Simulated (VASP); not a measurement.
Set up this calculation in VASP 6.6.1, as the native input.

| Item | Value |
| --- | --- |
| Task | single point |
| Functional | PBE |
| Potentials or basis | VASP PAW PBE potentials, release 64 (Si, C) |
| Cutoff | 520 eV |
| k mesh | 12 × 12 × 4 |
| Occupations | gaussian, width 0.05 eV |
| Spin | no spin polarisation |
| Dipole correction | no |
| Further INCAR settings | ALGO = Normal; EDIFF = 1e-07; NBANDS = 26 |

The structure of SiC lies in POSCAR:

```
SiC
1.0
    3.1663000000      0.0000000000      0.0000000000
   -1.5831500000      2.7420962360      0.0000000000
    0.0000000000      0.0000000000     10.9395000000
Si C
4 4
Direct
    0.6666666667      0.3333333333      0.9378436843
    0.3333333333      0.6666666667      0.4378436843
    0.0000000000      0.0000000000      0.6878989045
    0.0000000000      0.0000000000      0.1878989045
    0.6666666667      0.3333333333      0.7498087506
    0.3333333333      0.6666666667      0.2498087506
    0.0000000000      0.0000000000      0.5004476606
    0.0000000000      0.0000000000      0.0004476606
```

These files were run (other wordings do the same):

INCAR

```
SYSTEM = SiC
PREC = Accurate
ENCUT = 520
EDIFF = 1E-7
ISMEAR = 0
SIGMA = 0.05
LREAL = .False.
LASPH = .True.
NELM = 80
ALGO = Normal
ISIF = 2
LWAVE = .False.
LCHARG = .False.
GGA = PE
NBANDS = 26
```

KPOINTS

```
Automatic mesh
0
Gamma
  12 12 4
  0 0 0
```

Potentials or basis: VASP PAW PBE potentials, release 64 (Si, C).

The run is started by

```console
$ cat potpaw_PBE.64/Si/POTCAR potpaw_PBE.64/C/POTCAR > POTCAR
$ mpirun -np 1 vasp_std > vasp.out
```

Results of the run:

```
Pressure               : -19.8 GPa
Largest force          : 0.053 eV/Å
Band gap on the k mesh : 1.94 eV, indirect (least direct gap 3.15 eV)
```

Wall time 56 s on 1 thread of Intel(R) Xeon(R) 6975P-C (Granite Rapids), with other jobs on the host, peak memory 0.27 GiB.
